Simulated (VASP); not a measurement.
# Si in VASP: settings compared

The runs below take Si through single point, with PBEsol, r2SCAN, LDA.

Program: VASP 6.6.1. These are calculated values, not measurements. Logs are shortened: lines on timing, memory, paths and dates and some standing lists are left out, and cuts for length are marked.

## 1. The cell of the first run

The typed cell holds 4 atoms: a = 3.831 Å, b = 3.831 Å, c = 6.333 Å, α = 90.00°, β = 90.00°, γ = 120.00°.

## 2. Single point, PBEsol (atoms moved at random)

Contents of INCAR:

```
ALGO = Normal
EDIFF = 1E-6
ENCUT = 520
GGA = PS
ISIF = 2
ISMEAR = -1
LASPH = True
LCHARG = True
LELF = True
LREAL = False
LVHAR = True
LWAVE = False
NBANDS = 16
NELM = 100
PREC = Accurate
SIGMA = 0.05
```

Contents of KPOINTS:

```
k-points
0
Gamma
  8 8 4
```

Contents of POSCAR:

```
Si
1.0
    3.8313174605      0.0000000000      0.0000000000
   -1.9156587303      3.3180182508      0.0000000000
    0.0000000000      0.0000000000      6.3326220002
Si
4
Direct
    0.6624090000      0.3337130000      0.9403250000
    0.3346860000      0.6586850000      0.4343140000
    0.6743670000      0.3454220000      0.5621860000
    0.3142490000      0.6473930000      0.0588250000
```

Potentials or basis: VASP PAW PBE potentials, release 64 (Si).

On the command line:

```console
$ cat potpaw_PBE.64/Si/POTCAR > POTCAR
$ mpirun -np 1 vasp_std > vasp.out
```

OUTCAR:

```text
EDIFF = 1E-6
   ENCUT = 520
   GGA = PS
   ISIF = 2
   ISMEAR = -1
   LASPH = True
   LREAL = False
   NELM = 100
   PREC = Accurate

 ion  position               nearest neighbor table
   1  0.662  0.334  0.940-   4 2.29   4 2.32   3 2.40   4 2.40
   2  0.335  0.659  0.434-   3 2.31   3 2.34   4 2.38   3 2.42
   3  0.674  0.345  0.562-   2 2.31   2 2.34   1 2.40   2 2.42
   4  0.314  0.647  0.059-   1 2.29   1 2.32   2 2.38   1 2.40

  LATTYP: Found a hexagonal cell.
 ALAT       =     3.8313174605
 C/A-ratio  =     1.6528575524

  Lattice vectors:

 A1 = (   3.8313174605,   0.0000000000,   0.0000000000)
 A2 = (  -1.9156587303,   3.3180182508,   0.0000000000)
 A3 = (   0.0000000000,   0.0000000000,   6.3326220002)

Analysis of symmetry for initial positions (statically):
=====================================================================
 Subroutine PRICEL returns:
 Original cell was already a primitive cell.

 Routine SETGRP: Setting up the symmetry group for a
 hexagonal supercell.

 Subroutine GETGRP returns: Found  1 space group operations
 (whereof  1 operations were pure point group operations)
 out of a pool of 24 trial point group operations.

The static configuration has the point symmetry C_1 .

Analysis of symmetry for dynamics (positions and initial velocities):
=====================================================================
 Subroutine PRICEL returns:
 Original cell was already a primitive cell.

 Routine SETGRP: Setting up the symmetry group for a
 hexagonal supercell.

 Subroutine GETGRP returns: Found  1 space group operations
 (whereof  1 operations were pure point group operations)
 out of a pool of 24 trial point group operations.

The dynamic configuration has the point symmetry C_1 .

 Subroutine INISYM returns: Found  1 space group operations
 (whereof  1 operations are pure point group operations),
 and found     1 'primitive' translations

----------------------------------------------------------------------------------------

                                     Primitive cell

  volume of cell :      80.5027

  direct lattice vectors                    reciprocal lattice vectors
     3.831317461  0.000000000  0.000000000     0.261006823  0.150692360  0.000000000
    -1.915658730  3.318018251  0.000000000     0.000000000  0.301384720  0.000000000
     0.000000000  0.000000000  6.332622000     0.000000000  0.000000000  0.157912473

  length of vectors
     3.831317461  3.831317461  6.332622000     0.301384720  0.301384720  0.157912473

  position of ions in fractional coordinates (direct lattice)
     0.662409000  0.333713000  0.940325000
     0.334686000  0.658685000  0.434314000
     0.674367000  0.345422000  0.562186000
     0.314249000  0.647393000  0.058825000

  ion indices of the primitive-cell ions
   primitive index   ion index
                 1           1
                 2           2
                 3           3
                 4           4

----------------------------------------------------------------------------------------

 KPOINTS: k-points

Automatic generation of k-mesh.
 Grid dimensions read from file:
 generate k-points for:    8    8    4

 Generating k-lattice:

  Cartesian coordinates                     Fractional coordinates (reciprocal lattice)
     0.032625853  0.018836545  0.000000000     0.125000000  0.000000000  0.000000000
     0.000000000  0.037673090  0.000000000     0.000000000  0.125000000  0.000000000
     0.000000000  0.000000000  0.039478118     0.000000000  0.000000000  0.250000000

  Length of vectors
     0.037673090  0.037673090  0.039478118

  Shift w.r.t. Gamma in fractional coordinates (k-lattice)
     0.000000000  0.000000000  0.000000000

 Subroutine IBZKPT returns following result:
 ===========================================

 Found    132 irreducible k-points:

 Following reciprocal coordinates:
            Coordinates               Weight
  0.000000  0.000000  0.000000      1.000000
  0.125000  0.000000  0.000000      2.000000
  0.000000  0.125000  0.000000      2.000000
 -0.125000  0.125000  0.000000      2.000000
  0.250000  0.000000  0.000000      2.000000
  0.000000  0.250000  0.000000      2.000000
[... 16 lines left out ...]
  0.375000  0.125000  0.000000      2.000000
 -0.125000  0.500000  0.000000      2.000000
 [... further k-points ...]
   k-points           NKPTS =    132   k-points in BZ     NKDIM =    132   number of bands    NBANDS=     16
   number of dos      NEDOS =    301   number of ions     NIONS =      4
   total plane-waves  NPLWV =  37632
   dimension x,y,z NGX =    28 NGY =   28 NGZ =   48
   dimension x,y,z NGXF=    56 NGYF=   56 NGZF=   96
   ions per type =               4
   NGX,Y,Z   is equivalent  to a cutoff of  12.15, 12.15, 12.60 a.u.
   NGXF,Y,Z  is equivalent  to a cutoff of  24.30, 24.30, 25.20 a.u.
 SYSTEM =  unknown system
   PREC   = accura    normal or accurate (medium, high low for compatibility)
   ISTART =      0    job   : 0-new  1-cont  2-samecut
   ICHARG =      2    charge: 1-file 2-atom 10-const
   ISPIN  =      1    spin polarized calculation?
   LNONCOLLINEAR =      F non collinear calculations
   LSORBIT =      F    spin-orbit coupling
   LASPH  =      T    aspherical Exc in radial PAW
   ENCUT  =  520.0 eV  38.22 Ry    6.18 a.u.   7.12  7.12 11.77*2*pi/ulx,y,z
   NELM   =    100;   NELMIN=  2; NELMDL= -5     # of ELM steps
   EDIFF  = 0.1E-05   stopping-criterion for ELM
   LREAL  =      F    real-space projection
   EDIFFG = 0.1E-04   stopping-criterion for IOM
   NSW    =      0    number of steps for IOM
   IBRION =     -1    ionic relax: 0-MD 1-quasi-New 2-CG
   NFREE  =      0    steps in history (QN), initial steepest desc. (CG)
   ISIF   =      2    stress and relaxation
   ISYM   =      2    0-nonsym 1-usesym 2-fastsym
   POTIM  = 0.5000    time-step for ionic-motion
   TEBEG  =    0.0;   TEEND  =   0.0 temperature during run
   PSTRESS=    0.0 pullay stress
   NELECT =      16.0000    total number of electrons
   NUPDOWN=      -1.0000    fix difference up-down
   EMIN   =  10.00;   EMAX   =-10.00  energy-range for DOS
   EFERMI =   0.00;   METHOD = LEGACY
   ISMEAR =    -1;   SIGMA  =   0.05  broadening in eV -4-tet -1-fermi 0-gaus
   EFERMI_NEDOS =   21; number of points for ismear=-14 and -15
   IALGO  =     38    algorithm
   IMIX   =      4    mixing-type and parameters
     AMIX     =   0.40;   BMIX     =  1.00
     AMIX_MAG =   1.60;   BMIX_MAG =  1.00
  volume/ion in A,a.u.               =      20.13       135.81
  Fermi-wavevector in a.u.,A,eV,Ry     =   0.955384  1.805414 12.418837  0.912759
  Thomas-Fermi vector in A             =   2.084217
   LORBIT       =      0    0 simple, 1 ext, 2 COOP (PROOUT), +10 PAW based schemes
   GGA     = PS    functional components
   LHFCALC =     F    Hartree Fock is set to
   AEXX    =    0.0000 exact exchange contribution
   IVDW    =     0    specifies the selected vdW correction
   LEPSILON=     F    determine dielectric tensor
   LRPA    =     F    only Hartree local field effects (RPA)
 non-spin polarized calculation
  energy-cutoff  :      520.00
  volume of cell :       80.50
 maximum number of plane-waves:      2200
   NGX = 15   NGY = 15   NGZ = 23

 number of electron      16.0000000 magnetization

 Free energy of the ion-electron system (eV)
  ---------------------------------------------------
  ext. energy  EPLUGINS =         0.00000000
  ---------------------------------------------------
  free energy    TOTEN  =       -22.87763630 eV

  energy without entropy =      -22.87671429  energy(sigma->0) =      -22.87717529

 E-fermi :   6.1563     XC(G=0):  -9.5290

 val. band max:        6.1523646857   @ k =   0.0000   0.5000   0.0000
 cond. band min:       6.2047596216   @ k =   0.0000   0.0000   0.0000
 fundamental gap:      0.0523949359
 Fermi energy:         6.1562520282

 k-point     1 :       0.0000    0.0000    0.0000
  band No.  band energies     occupation
      1      -6.2437      2.00000
      2      -3.9714      2.00000
      3      -1.2010      2.00000
      4       4.2215      2.00000
      5       4.6502      2.00000
      6       5.6762      1.99986
[... 8 lines left out ...]
     15      10.3352      0.00000
     16      11.7445      0.00000

 k-point     2 :       0.1250    0.0000    0.0000
  band No.  band energies     occupation
      1      -6.0598      2.00000
      2      -3.7844      2.00000
      3      -1.1047      2.00000
      4       3.0327      2.00000
      5       4.1990      2.00000
      6       4.6176      2.00000
[... 8 lines left out ...]
     15      10.8367      0.00000
     16      11.0110      0.00000

 k-point     3 :       0.0000    0.1250    0.0000
  band No.  band energies     occupation
      1      -6.0643      2.00000
      2      -3.7893      2.00000
      3      -1.1011      2.00000
      4       3.2876      2.00000
      5       3.9122      2.00000
      6       4.9356      2.00000
[... 8 lines left out ...]
     15      10.9545      0.00000
     16      11.0317      0.00000

 k-point     4 :      -0.1250    0.1250    0.0000
  band No.  band energies     occupation
      1      -6.0601      2.00000
      2      -3.7845      2.00000
      3      -1.1045      2.00000
      4       3.0483      2.00000
      5       4.1801      2.00000
      6       4.6223      2.00000
[... 8 lines left out ...]
     15      10.8690      0.00000
     16      10.9997      0.00000
[... 324 lines left out ...]
 k-point    22 :       0.3750   -0.1250    0.0000
  band No.  band energies     occupation
      1      -4.9862      2.00000
      2      -2.6843      2.00000
      3      -1.3156      2.00000
      4       1.1226      2.00000
      5       1.6192      2.00000
      6       2.5419      2.00000
[... 8 lines left out ...]
     15      12.2176      0.00000
     16      12.4614      0.00000

 k-point    23 :       0.3750    0.1250    0.0000
  band No.  band energies     occupation
      1      -4.0967      2.00000
      2      -2.2853      2.00000
      3      -1.7505      2.00000
      4       0.1967      2.00000
      5       1.2949      2.00000
      6       2.2402      2.00000
[... 8 lines left out ...]
     15      12.2400      0.00000
     16      12.8086      0.00000

 k-point    24 :      -0.1250    0.5000    0.0000
  band No.  band energies     occupation
      1      -4.2248      2.00000
      2      -2.0386      2.00000
      3      -1.8902      2.00000
      4       0.5131      2.00000
      5       1.2088      2.00000
      6       2.1078      2.00000
[... 8 lines left out ...]
     15      12.5706      0.00000
     16      12.9603      0.00000

 [... further k-points ...]

------------------------ aborting loop because EDIFF is reached ----------------------------------------

  FORCE on cell =-STRESS in cart. coord.  units (eV):
  Direction    XX          YY          ZZ          XY          YZ          ZX
  --------------------------------------------------------------------------------------
  -------------------------------------------------------------------------------------
  Total        1.2836948     -0.9344334     -0.5391694      0.0624968      0.0092269      0.2618539
  in kB       25.5482929    -18.5972392    -10.7306323      1.2438218      0.1836348      5.2114563
  external PRESSURE =      -1.2598595 kB  Pullay stress =       0.0000000 kB

 VOLUME and BASIS-vectors are now :
 -----------------------------------------------------------------------------
  energy-cutoff  :      520.00
  volume of cell :       80.50
      direct lattice vectors                 reciprocal lattice vectors
     3.831317461  0.000000000  0.000000000     0.261006823  0.150692360  0.000000000
    -1.915658730  3.318018251  0.000000000     0.000000000  0.301384720  0.000000000
     0.000000000  0.000000000  6.332622000     0.000000000  0.000000000  0.157912473

 POSITION                                       TOTAL-FORCE (eV/Angst)
 -----------------------------------------------------------------------------------
      1.89862      1.10727      5.95472        -0.278331     -0.764298     -0.529526
      0.02047      2.18553      2.75035        -0.228334      0.712479      0.004558
      1.92200      1.14612      3.56011         0.186883     -0.751121      0.128398
     -0.03620      2.14806      0.37252         0.319783      0.802940      0.396571
 -----------------------------------------------------------------------------------
    total drift:                                0.000009      0.000018     -0.000014

  FREE ENERGIE OF THE ION-ELECTRON SYSTEM (eV)
  ---------------------------------------------------
  free  energy   TOTEN  =       -22.8776362964 eV

  energy  without entropy=      -22.8767142881  energy(sigma->0) =      -22.87717529
```

Wall time 2 min (1 thread of Intel Xeon 8259CL, shared host); peak memory 0.26 GiB.

Results:

| Property | Result |
| --- | --- |
| Free energy | -22.8776 eV |
| Pressure | -0.1 GPa |
| Largest force | 0.971 eV/Å |
| Band gap on the k mesh | zero (bands 8 and 9 overlap by 0.05 eV) |

Forces in eV/Å, atoms in the order of the input:
```
Si  -0.278 -0.764 -0.530
Si  -0.228  0.712  0.005
Si   0.187 -0.751  0.128
Si   0.320  0.803  0.397
```

Stress tensor (GPa, compression positive):
```
 2.55  0.12  0.52
 0.12 -1.86  0.02
 0.52  0.02 -1.07
```

Caveat: the cell differs from its parent crystal (atoms moved at random); semilocal functionals underestimate gaps, so a narrow gap can read as zero; the PAW data sets were made with another functional, which shifts forces and pressure a little.

## 3. Single point, r2SCAN (last atom moved by 0.08 Å along z, cell strained by +1.5% along z)

Contents of INCAR:

```
SYSTEM = Si
METAGGA = R2SCAN ; ISMEAR = 0
SIGMA = 0.03 ; LWAVE = .False.
LCHARG = .False. ; ISIF = 2
PREC = Accurate ; LASPH = .True.
LREAL = .False. ; ALGO = Normal
EDIFF = 1E-7 ; NELM = 120
GGA_COMPAT = .False. ; ENCUT = 640
EFERMI = MIDGAP ; LMIXTAU = .True.
NBANDS = 32
```

Contents of KPOINTS:

```
Automatic mesh
0
Gamma
  13 13 7
  0 0 0
```

Contents of POSCAR:

```
Si
1.0
    3.8313174605      0.0000000000      0.0000000000
   -1.9156587303      3.3180182508      0.0000000000
    0.0000000000      0.0000000000      6.4276113302
Si
4
Direct
    0.6666666700      0.3333333300      0.9369905000
    0.3333333300      0.6666666700      0.4369905000
    0.6666666700      0.3333333300      0.5630095000
    0.3333333300      0.6666666700      0.0756425000
```

Potentials or basis: VASP PAW PBE potentials, release 64 (Si).

On the command line:

```console
$ cat potpaw_PBE.64/Si/POTCAR > POTCAR
$ mpirun -np 1 vasp_std > vasp.out
```

It took 26 min on 1 thread of AMD EPYC 7R13 (Zen 3), shared host; peak memory 0.4 GiB.

It converged, with:

```yaml
Free_energy: -34.9957 eV
Pressure: -1.5 GPa
Largest_force: 1.136 eV/Å
Band_gap_on_the_k_mesh: 0.63 eV (least direct gap 1.40 eV)
```

Forces in eV/Å, atoms in the order of the input:
```
Si   0.000  0.000  0.405
Si   0.000  0.000  0.488
Si   0.000  0.000  0.243
Si   0.000  0.000 -1.136
```

Stress tensor (GPa, compression positive):
```
-1.22  0.00  0.00
 0.00 -1.22  0.00
 0.00  0.00 -1.98
```

Levels at points of the mesh, in eV from the valence-band top:
| k point | band 6 | band 7 | band 8 | band 9 | band 10 | band 11 |
| --- | --- | --- | --- | --- | --- | --- |
| (0.00, 0.00, 0.00) | -0.76 | 0.00 | 0.00 | 1.40 | 2.07 | 2.07 |

Caveat: the cell differs from its parent crystal (last atom moved by 0.08 Å along z, cell strained by +1.5% along z); the PAW data sets were made with another functional, which shifts forces and pressure a little; an odd mesh through Γ misses points on the zone boundary, where band edges can lie.

## 4. Single point, LDA

This run uses another cell than the first one, of 19.72 Å³/atom.

Contents of INCAR:

```
SYSTEM = Si
PREC = Accurate
ENCUT = 520
EDIFF = 1E-7
ISMEAR = -1
SIGMA = 0.05
LREAL = .False.
LASPH = .True.
NELM = 60
ALGO = Normal
ISIF = 2
LWAVE = .False.
LCHARG = .True.
LELF = .True.
LVHAR = .True.
NBANDS = 16
```

Contents of KPOINTS:

```
regular mesh
0
Gamma
  8 8 4
  0 0 0
```

Contents of POSCAR:

```
Si
1.0
    3.8056031457      0.0000000000      0.0000000000
   -1.9028015729      3.2957490010      0.0000000000
    0.0000000000      0.0000000000      6.2901199008
Si
4
Direct
    0.6666666667      0.3333333333      0.9369905000
    0.3333333333      0.6666666667      0.4369905000
    0.6666666667      0.3333333333      0.5630095000
    0.3333333333      0.6666666667      0.0630095000
```

Potentials or basis: VASP PAW LDA potentials, release 64 (Si).

On the command line:

```console
$ cat potpaw_LDA.64/Si/POTCAR > POTCAR
$ mpirun -np 1 vasp_std > vasp.out
```

It took 45 s on 1 thread of Intel Xeon 8259CL, shared host; peak memory 0.16 GiB.

The run converged. Its results:

```yaml
Free_energy: -23.7969 eV
Pressure: -0.1 GPa
Largest_force: 0.007 eV/Å
Band_gap_on_the_k_mesh: 0.27 eV (least direct gap 0.98 eV)
```

Forces on the atoms (eV/Å):
```
Si   0.000  0.000  0.007
Si   0.000  0.000  0.007
Si   0.000  0.000 -0.007
Si   0.000  0.000 -0.007
```

Levels at points of the mesh, in eV from the valence-band top:
| k point | band 4 | band 5 | band 6 | band 7 | band 8 | band 9 | band 10 | band 11 | band 12 | band 13 |
| --- | --- | --- | --- | --- | --- | --- | --- | --- | --- | --- |
| (0.00, 0.00, 0.00) | -1.55 | -1.55 | -0.36 | 0.00 | 0.00 | 0.98 | 1.95 | 1.95 | 2.31 | 3.58 |
| (0.50, 0.00, 0.00) | -6.04 | -4.78 | -3.11 | -3.09 | -1.46 | 0.27 | 2.29 | 2.87 | 3.05 | 4.42 |
| (0.00, 0.00, 0.50) | -4.30 | -0.94 | -0.94 | -0.94 | -0.94 | 1.77 | 1.77 | 2.93 | 2.93 | 2.93 |
| (0.50, 0.00, 0.50) | -7.36 | -2.50 | -2.50 | -2.47 | -2.47 | 0.81 | 0.81 | 1.56 | 1.56 | 5.60 |

## 5. The runs side by side

| level | potentials or basis | cell | k mesh | cutoff (eV) | smearing | dipole correction | tolerance level | purpose | gap on the mesh (eV) | pressure (GPa) | largest force (eV/Å) |
| --- | --- | --- | --- | --- | --- | --- | --- | --- | --- | --- | --- |
| PBEsol | VASP PAW PBE potentials, release 64 (Si) | a = 3.831, b = 3.831, c = 6.333 Å, angles 90.0, 90.0, 120.0°, 4 atoms, atomic positions A | 8 × 8 × 4 | 520 | fermi-dirac 0.05 eV | no | - | - | none | -0.1 | 0.97 |
| r2SCAN | VASP PAW PBE potentials, release 64 (Si) | a = 3.831, b = 3.831, c = 6.428 Å, angles 90.0, 90.0, 120.0°, 4 atoms, atomic positions B | 13 × 13 × 7 | 640 | gaussian 0.03 eV | - | standard | forces | 0.63 | -1.5 | 1.14 |
| LDA | VASP PAW LDA potentials, release 64 (Si) | a = 3.806, b = 3.806, c = 6.290 Å, angles 90.0, 90.0, 120.0°, 4 atoms, atomic positions C | 8 × 8 × 4 | 520 | fermi-dirac 0.05 eV | no | - | - | 0.27 | -0.1 | 0.01 |

Alike in all rows: task single point; no spin polarisation.

Caveats: the PAW data sets were made with another functional, which shifts forces and pressure a little (at least some runs); semilocal functionals underestimate gaps, so a narrow gap can read as zero (at least some runs); an odd mesh through Γ misses points on the zone boundary, where band edges can lie (at least some runs).

Total energies depend on the potentials used, so only differences within one code and one set of settings carry meaning.
